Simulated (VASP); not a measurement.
Si2C:

```
CELL_PARAMETERS angstrom
2.99152 0.00000 0.00000
-1.49576 2.59073 0.00000
0.00000 0.00000 9.36618
ATOMIC_POSITIONS crystal
Si 0.33333 0.66667 0.77722
Si 0.33333 0.66667 0.22278
Si 0.33333 0.66667 0.50000
Si 0.66667 0.33333 0.00000
C 0.66667 0.33333 0.30488
C 0.66667 0.33333 0.69512
```

- Program: VASP 6.6.1
- Task: relaxation of cell and atoms
- Functional: PBE
- Potentials or basis: VASP PAW PBE potentials, release 64 (Si, C)
- Cutoff: 600 eV
- k mesh: 12 × 12 × 4
- Occupations: gaussian, width 0.1 eV
- Spin: no spin polarisation

At the start: pressure -0.1 GPa; volume 12.10 Å³/atom.

**Question.** How do energy, volume and symmetry change on relaxing?

**Answer.** Over 37 steps the energy falls by 491.4 meV/atom and the volume is 12.95 Å³/atom (+7.1 %); space group P-6m2 (No. 187, to 0.05 Å).

Step by step:
```
step  energy change (eV)  largest force (eV/Å)  pressure (GPa)  volume (Å³)
   1              0.0000                0.1305           -0.06        72.59
   2             -0.0024                0.0765            0.44        72.54
   3             -0.0026                0.0585            0.64        72.52
   4             -0.0043                0.0437            0.15        72.99
   5             -0.0047                0.0740           -0.22        73.36
   6             -0.0053                0.0458            0.10        73.47
   7             -0.0053                0.0567            0.17        73.49
   8             -0.0060                0.0543            0.19        73.68
   9             -0.0071                0.0589            0.25        74.28
  10             -0.0078                0.0628            0.05        74.54
  11             -0.0088                0.0867           -0.54        75.31
  12             -0.0095                0.0713           -0.44        75.41
  13             -0.0111                0.0886           -0.20        75.72
  14             -0.0123                0.1520            0.34        76.32
  15             -0.0144                0.2218            1.31        77.54
  16             -0.0472                0.0982            2.68        80.01
  17             -0.3863                1.2025            0.81        85.10
  18             -1.1261                1.4005          -12.36        95.86
  19             -0.9993                2.1901           -5.90        89.83
  20             -1.2319                2.0525          -10.20        92.82
  21             -1.2449                1.9135          -11.06        93.67
  22             -1.2428                1.9803          -10.69        93.28
  23             -1.4366                2.0775           -9.13        91.21
  24             -1.8799                2.3898           -3.17        85.21
  25             -1.9654                3.0436           15.48        74.01
  26             -2.0720                2.7879            6.45        78.56
  27             -2.3042                2.3981            5.86        77.72
  28             -2.5611                2.2317            6.52        75.29
  29             -2.5743                1.6881            6.12        75.78
  30             -2.7107                1.3961            2.31        77.18
  31             -2.8218                0.9501           -4.46        80.17
  32             -2.9001                0.5036           -2.84        79.25
  33             -2.9433                0.3105            0.09        77.83
  34             -2.9435                0.2988           -0.14        77.93
  35             -2.9475                0.1325            0.01        77.77
  36             -2.9481                0.0371            0.10        77.68
  37             -2.9485                0.0080           -0.04        77.72
```

Final structure:
```
Si C
1.0
     3.01379    0.00000    0.00000
    -1.50689    2.61002    0.00000
     0.00000    0.00000    9.88079
Si C
4 2
Cartesian
  0.0000 1.7400 7.3222
  0.0000 1.7400 2.5586
  0.0000 1.7400 4.9404
  1.5069 0.8700 0.0000
  1.5069 0.8700 1.9409
  1.5069 0.8700 7.9399
```
